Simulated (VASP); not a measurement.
Here is a VASP 6.6.1 calculation.

Contents of INCAR:

```
SYSTEM = NaH
  ALGO = Normal
  EDIFF = 1E-8
  ENCUT = 520
  GGA = PS
  IBRION = 8
  ISIF = 2
  ISMEAR = 0
  LASPH = .True.
  LCHARG = .False.
  LEPSILON = .True.
  LREAL = .False.
  LWAVE = .False.
  NBANDS = 16
  NELM = 60
  NSW = 1
  PREC = Accurate
  SIGMA = 0.01
```

File KPOINTS:

```
k-points
0
Gamma
  9 9 4
  0 0 0
```

Contents of POSCAR:

```
NaH
1.0
    3.3141997651      0.0000000000      0.0000000000
   -1.6570998826      2.8701811897      0.0000000000
    0.0000000000      0.0000000000      5.8423973538
Na H
2 2
Direct
    0.0000000000      0.0000000000      0.0000000000
    0.0000000000      0.0000000000      0.5000000000
    0.3333333333      0.6666666667      0.2500000000
    0.6666666667      0.3333333333      0.7500000000
```

Potentials or basis: VASP PAW PBE potentials, release 64 (Na_pv, H).

Command:

```console
$ cat potpaw_PBE.64/Na_pv/POTCAR potpaw_PBE.64/H/POTCAR > POTCAR
$ mpirun -np 1 vasp_std > vasp.out
```

Q: What does it give for the electronic dielectric tensor (diagonal)?

A: 3.24, 3.24, 3.26.

Q: Estimate the Born charges (mean of the diagonal).

A: Na +0.96; H -0.96 e.

Q: Estimate the highest phonon frequency at Γ.

A: 886 cm⁻¹.

Born effective charge tensors (e):
atom 1, Na
```
0.96 0.00 0.00
0.00 0.96 0.00
0.00 0.00 0.97
```
atom 2, Na
```
0.96 0.00 0.00
0.00 0.96 0.00
0.00 0.00 0.97
```
atom 3, H
```
-0.96  0.00  0.00
 0.00 -0.96  0.00
 0.00  0.00 -0.97
```
atom 4, H
```
-0.96  0.00  0.00
 0.00 -0.96  0.00
 0.00  0.00 -0.97
```
